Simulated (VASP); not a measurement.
# SrCl2 (R-3m) in VASP: notebook, part 2 of 2

VASP 6.6.1.

**3. Single point, PBE**

INCAR reads:

```
SYSTEM = SrCl2
PREC = Accurate
ENCUT = 520
EDIFF = 1E-7
ISMEAR = 0
SIGMA = 0.01
LREAL = .False.
LASPH = .True.
NELM = 60
ALGO = Normal
ISIF = 2
LWAVE = .False.
LCHARG = .False.
GGA = PE
NBANDS = 19
```

KPOINTS reads:

```
Automatic mesh
0
Gamma
  6 6 6
  0 0 0
```

POSCAR reads:

```
SrCl2
1.0
    2.4567214715      1.4183888029      4.0153159770
   -2.4567214715      1.4183888029      4.0153159770
    0.0000000000     -2.8367776058      4.0153159770
Sr Cl
1 2
Direct
    0.0000000000      0.0000000000      0.0000000000
    0.2499511369      0.2499511369      0.2499511369
    0.7500488631      0.7500488631      0.7500488631
```

Potentials or basis: VASP PAW PBE potentials, release 64 (Sr_sv, Cl).

The run is started by

```sh
> cat potpaw_PBE.64/Sr_sv/POTCAR potpaw_PBE.64/Cl/POTCAR > POTCAR
> mpirun -np 1 vasp_std > vasp.out
```

OUTCAR:

```text
SYSTEM = SrCl2
   PREC = Accurate
   ENCUT = 520
   EDIFF = 1E-7
   ISMEAR = 0
   LREAL = .False.
   LASPH = .True.
   NELM = 60
   ISIF = 2
   GGA = PE

 ion  position               nearest neighbor table
   1  0.000  0.000  0.000-   3 3.01   3 3.01   2 3.01   2 3.01   3 3.01   2 3.01   3 3.01   2 3.01

   2  0.250  0.250  0.250-   1 3.01   1 3.01   1 3.01   1 3.01
   3  0.750  0.750  0.750-   1 3.01   1 3.01   1 3.01   1 3.01

  LATTYP: Found a trigonal (rhomboedric) cell.
 ALAT       =     4.9163064978
 COS(alpha) =     0.5005822910

  Lattice vectors:

 A1 = (   2.4567214715,   1.4183888029,   4.0153159770)
 A2 = (  -2.4567214715,   1.4183888029,   4.0153159770)
 A3 = (   0.0000000000,  -2.8367776058,   4.0153159770)

Analysis of symmetry for initial positions (statically):
=====================================================================
 Subroutine PRICEL returns:
 Original cell was already a primitive cell.

 Routine SETGRP: Setting up the symmetry group for a
 trigonal (rhombohedral) supercell.

 Subroutine GETGRP returns: Found 12 space group operations
 (whereof 12 operations were pure point group operations)
 out of a pool of 12 trial point group operations.

The static configuration has the point symmetry D_3d.

Analysis of symmetry for dynamics (positions and initial velocities):
=====================================================================
 Subroutine PRICEL returns:
 Original cell was already a primitive cell.

 Routine SETGRP: Setting up the symmetry group for a
 trigonal (rhombohedral) supercell.

 Subroutine GETGRP returns: Found 12 space group operations
 (whereof 12 operations were pure point group operations)
 out of a pool of 12 trial point group operations.

The dynamic configuration has the point symmetry D_3d.

 Subroutine INISYM returns: Found 12 space group operations
 (whereof 12 operations are pure point group operations),
[... 114 lines left out ...]
   EFERMI_NEDOS =   21; number of points for ismear=-14 and -15
   IALGO  =     38    algorithm
   IMIX   =      4    mixing-type and parameters
     AMIX     =   0.40;   BMIX     =  1.00
     AMIX_MAG =   1.60;   BMIX_MAG =  1.00
  volume/ion in A,a.u.               =      27.98       188.84
  Fermi-wavevector in a.u.,A,eV,Ry     =   1.078461  2.037996 15.824644  1.163079
  Thomas-Fermi vector in A             =   2.214400
   LORBIT       =      0    0 simple, 1 ext, 2 COOP (PROOUT), +10 PAW based schemes
   GGA     = PE    functional components
   LHFCALC =     F    Hartree Fock is set to
   AEXX    =    0.0000 exact exchange contribution
   IVDW    =     0    specifies the selected vdW correction
   LEPSILON=     F    determine dielectric tensor
   LRPA    =     F    only Hartree local field effects (RPA)
 non-spin polarized calculation
 Gauss-broadening in eV      SIGMA  =   0.01
  energy-cutoff  :      520.00
  volume of cell :       83.95
 maximum number of plane-waves:      2285
 NGX is ok and might be reduce to    40
   NGX = 19   NGY = 19   NGZ = 19

 number of electron      24.0000003 magnetization

 Free energy of the ion-electron system (eV)
  ---------------------------------------------------
  ext. energy  EPLUGINS =         0.00000000
  ---------------------------------------------------
  free energy    TOTEN  =       -12.77438418 eV

  energy without entropy =      -12.77438418  energy(sigma->0) =      -12.77438418

 E-fermi :   0.3198     XC(G=0):  -8.3313

 val. band max:        0.2266943871   @ k =   0.5000   0.5000   0.0000
 cond. band min:       5.6084859341   @ k =   0.0000   0.0000   0.0000
 fundamental gap:      5.3817915470
 Fermi energy:         0.3198233903

 k-point     1 :       0.0000    0.0000    0.0000
  band No.  band energies     occupation
      1     -32.6236      2.00000
      2     -14.6203      2.00000
      3     -14.6202      2.00000
      4     -14.6202      2.00000
      5     -13.1137      2.00000
      6     -12.2406      2.00000
[... 505 lines left out ...]
      6     -12.3690      2.00000
[... 11 lines left out ...]
     18       9.8605      0.00000
     19      10.2924      0.00000

 [... further k-points ...]

------------------------ aborting loop because EDIFF is reached ----------------------------------------

  FORCE on cell =-STRESS in cart. coord.  units (eV):
  Direction    XX          YY          ZZ          XY          YZ          ZX
  --------------------------------------------------------------------------------------
  -------------------------------------------------------------------------------------
  Total        0.7989610      0.7989610      0.7897539     -0.0000000      0.0000000      0.0000000
  in kB       15.2480383     15.2480383     15.0723231     -0.0000000      0.0000000      0.0000000
  external PRESSURE =      15.1894666 kB  Pullay stress =       0.0000000 kB

 VOLUME and BASIS-vectors are now :
 -----------------------------------------------------------------------------
  energy-cutoff  :      520.00
  volume of cell :       83.95
      direct lattice vectors                 reciprocal lattice vectors
     2.456721471  1.418388803  4.015315977     0.203523275  0.117504218  0.083015468
    -2.456721471  1.418388803  4.015315977    -0.203523275  0.117504218  0.083015468
     0.000000000 -2.836777606  4.015315977     0.000000000 -0.235008435  0.083015468

 POSITION                                       TOTAL-FORCE (eV/Angst)
 -----------------------------------------------------------------------------------
      0.00000      0.00000      0.00000         0.000000      0.000000      0.000000
      0.00000      0.00000      3.01090         0.000000      0.000000     -0.000152
      0.00000      0.00000      9.03505         0.000000     -0.000000      0.000152
 -----------------------------------------------------------------------------------
    total drift:                               -0.000000     -0.000000      0.000000

  FREE ENERGIE OF THE ION-ELECTRON SYSTEM (eV)
  ---------------------------------------------------
  free  energy   TOTEN  =       -12.7743841779 eV

  energy  without entropy=      -12.7743841779  energy(sigma->0) =      -12.77438418
```

OSZICAR:

```text
N       E                     dE             d eps       ncg     rms          rms(c)
DAV:   1     0.138172167617E+03    0.13817E+03   -0.11350E+04  1216   0.113E+03
DAV:   2    -0.413652302409E+01   -0.14231E+03   -0.13826E+03  1611   0.220E+02
DAV:   3    -0.128269987000E+02   -0.86905E+01   -0.86642E+01  1644   0.541E+01
DAV:   4    -0.130446223974E+02   -0.21762E+00   -0.21732E+00  1986   0.757E+00
DAV:   5    -0.130470898502E+02   -0.24675E-02   -0.24672E-02  1664   0.748E-01    0.133E+01
DAV:   6    -0.127566448852E+02    0.29044E+00   -0.58241E-01  1386   0.428E+00    0.851E+00
DAV:   7    -0.127666891401E+02   -0.10044E-01   -0.36670E-01  1633   0.364E+00    0.209E+00
DAV:   8    -0.127718987434E+02   -0.52096E-02   -0.54797E-02  1382   0.129E+00    0.409E-01
DAV:   9    -0.127729229307E+02   -0.10242E-02   -0.19611E-03  1517   0.267E-01    0.148E-01
DAV:  10    -0.127742553382E+02   -0.13324E-02   -0.92794E-04  1287   0.178E-01    0.369E-02
DAV:  11    -0.127743615285E+02   -0.10619E-03   -0.72451E-05  1562   0.479E-02    0.417E-02
DAV:  12    -0.127743833764E+02   -0.21848E-04   -0.24773E-05  1294   0.252E-02    0.674E-03
DAV:  13    -0.127743841706E+02   -0.79419E-06   -0.10679E-06  1622   0.598E-03    0.457E-03
DAV:  14    -0.127743841779E+02   -0.73030E-08   -0.38884E-07  1239   0.387E-03
   1 F= -.12774384E+02 E0= -.12774384E+02  d E =-.168921E-41
```

stdout:

```text
POSCAR found type information on POSCAR SrCl
 POSCAR found :  2 types and       3 ions
 scaLAPACK will be used
 LDA part: xc-table for (Slater+PW92), standard interpolation
 POSCAR, INCAR and KPOINTS ok, starting setup
 FFT: planning ... GRIDC
 FFT: planning ... GRID_SOFT
 FFT: planning ... GRID
 WAVECAR not read
 entering main loop
```

It took 58 s on 1 thread of AMD EPYC 7R13 (Zen 3), shared host; peak memory 0.22 GiB.

Results:

```yaml
Free_energy: -12.7744 eV
Pressure: 1.5 GPa
Band_gap_on_the_k_mesh: 5.38 eV (least direct gap 5.50 eV)
```

Levels at points of the mesh, in eV from the valence-band top:
| k point | band 8 | band 9 | band 10 | band 11 | band 12 | band 13 | band 14 | band 15 | band 16 | band 17 |
| --- | --- | --- | --- | --- | --- | --- | --- | --- | --- | --- |
| (0.00, 0.00, 0.00) | -2.16 | -2.16 | -0.34 | -0.34 | -0.34 | 5.38 | 6.09 | 6.09 | 9.05 | 9.06 |
| (0.50, 0.00, 0.00) | -1.60 | -1.52 | -1.34 | -1.06 | -1.06 | 6.72 | 6.72 | 7.55 | 7.89 | 8.67 |
| (0.50, 0.50, 0.00) | -1.90 | -1.90 | -0.41 | -0.41 | 0.00 | 5.50 | 7.07 | 7.63 | 8.04 | 8.04 |
| (0.50, 0.50, 0.50) | -1.60 | -1.52 | -1.34 | -1.06 | -1.06 | 6.72 | 6.72 | 7.54 | 7.89 | 8.67 |

**4. Single point, r2SCAN**

POSCAR is that of step 3.

INCAR.step1 reads:

```
SYSTEM = SrCl2
PREC     = Accurate       ! precision mode
ENCUT    = 520            ! plane-wave cutoff, eV
ISMEAR   = 0              ! smearing method
SIGMA    = 0.01           ! smearing width, eV
LREAL    = .FALSE.        ! projectors in reciprocal space
LASPH    = .TRUE.         ! aspherical terms in the spheres
NELM     = 60             ! most SCF steps
NBANDS   = 19             ! bands
GGA      = PE             ! functional
ALGO     = Normal         ! electronic algorithm
EDIFF    = 1E-4           ! SCF threshold, eV
LWAVE    = .TRUE.         ! write WAVECAR
LCHARG   = .FALSE.        ! write CHGCAR
```

INCAR.step2 reads:

```
SYSTEM = SrCl2
PREC     = Accurate       ! precision mode
ENCUT    = 520            ! plane-wave cutoff, eV
EDIFF    = 1E-6           ! SCF threshold, eV
ISMEAR   = 0              ! smearing method
SIGMA    = 0.01           ! smearing width, eV
LREAL    = .FALSE.        ! projectors in reciprocal space
LASPH    = .TRUE.         ! aspherical terms in the spheres
NELM     = 60             ! most SCF steps
ALGO     = Normal         ! electronic algorithm
ISIF     = 2              ! what is computed and relaxed
LWAVE    = .FALSE.        ! write WAVECAR
LCHARG   = .FALSE.        ! write CHGCAR
METAGGA  = R2SCAN         ! meta-GGA
LMIXTAU  = .TRUE.       
NBANDS   = 19             ! bands
ISTART   = 1
```

KPOINTS reads:

```
Automatic mesh
0
G
  6 6 6
  0 0 0
```

The run is started by

```sh
> cat potpaw_PBE.64/Sr_sv/POTCAR potpaw_PBE.64/Cl/POTCAR > POTCAR
> cp INCAR.step1 INCAR
> mpirun -np 1 vasp_std > vasp.out
> cp INCAR.step2 INCAR
> mpirun -np 1 vasp_std > vasp.out
```

Run time: 3.6 min. Hardware: 1 thread of AMD EPYC 7R13 (Zen 3), shared host; peak memory 0.25 GiB.

The run converged. Its results:

- Free energy: -35.6922 eV
- Pressure: 0.8 GPa
- Band gap on the k mesh: 5.98 eV

Levels at points of the mesh, in eV from the valence-band top:
| k point | band 9 | band 10 | band 11 | band 12 | band 13 | band 14 | band 15 | band 16 |
| --- | --- | --- | --- | --- | --- | --- | --- | --- |
| (0.00, 0.00, 0.00) | -2.19 | -0.35 | -0.35 | -0.35 | 6.01 | 6.68 | 6.68 | 9.64 |
| (0.50, 0.00, 0.00) | -1.51 | -1.37 | -1.08 | -1.08 | 7.30 | 7.31 | 8.25 | 8.30 |
| (0.50, 0.50, 0.00) | -1.95 | -0.41 | -0.41 | 0.00 | 5.98 | 7.82 | 8.25 | 8.74 |
| (0.50, 0.50, 0.50) | -1.50 | -1.37 | -1.08 | -1.08 | 7.30 | 7.30 | 8.24 | 8.29 |

Caveat: the PAW data sets were made with another functional, which shifts forces and pressure a little. A k mesh can miss the band edges.

**5. The runs side by side**

```tsv
level	k mesh	gap on the mesh (eV)	pressure (GPa)
PBEsol	4 × 4 × 4	5.17	-0.6
PBE	6 × 6 × 6	5.38	1.5
r2SCAN	6 × 6 × 6	5.98	0.8
```

Alike in all rows: task single point; potentials or basis VASP PAW PBE potentials, release 64 (Sr_sv, Cl); no spin polarisation; cell as given; cutoff (eV) 520; smearing gaussian 0.01 eV.

On the cell as given the gap runs from 5.17 eV (PBEsol) to 5.98 eV (r2SCAN); the meshes differ, which moves gaps too. The pressure there spans -0.6 GPa (PBEsol) to 1.5 GPa (PBE); a positive pressure means that this level wants a larger cell, a negative one a smaller.

Caveats: the PAW data sets were made with another functional, which shifts forces and pressure a little (at least some runs).

Total energies depend on the potentials used, so only differences within one code and one set of settings carry meaning.
